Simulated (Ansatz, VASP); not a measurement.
## WC in VASP and in Ansatz

```
W C
1.0
     0.00000    2.34989    2.34989
     2.34989    0.00000    2.34989
     2.34989    2.34989    0.00000
W C
1 1
Direct
  0.25000 0.25000 0.25000
  0.00000 0.00000 0.00000
```

Change from the starting cell: species swapped into the GaAs type (F-43m, No. 216).

Alike in both runs: functional PBE; k mesh 7 × 7 × 7; occupations gaussian, width 0.2 eV; no spin polarisation.

Ansatz relaxed the structure, and its values are those at the end. VASP's run is a single point on that final structure, the one shown.

```csv
,VASP,Ansatz
version,VASP 6.6.1,Ansatz 0.2.0
potentials or method,"VASP PAW PBE potentials, release 64 (W_sv, C), cutoff 600 eV","scalar-relativistic, plane waves, PAW"
valence electrons in the cell,18,18
```

Ansatz gave:

* gap on the k mesh at the Fermi level (eV): none
* pressure (GPa): -0.2

Q: Which values does VASP return?

A: gap on the k mesh at the Fermi level (eV): none; pressure (GPa): 0.4.

A gap of «none» marks a metal or a gap that the smearing closes. The functional is the same, so the differences come from potentials, cutoffs and numerics.

Spin-orbit coupling is off throughout.
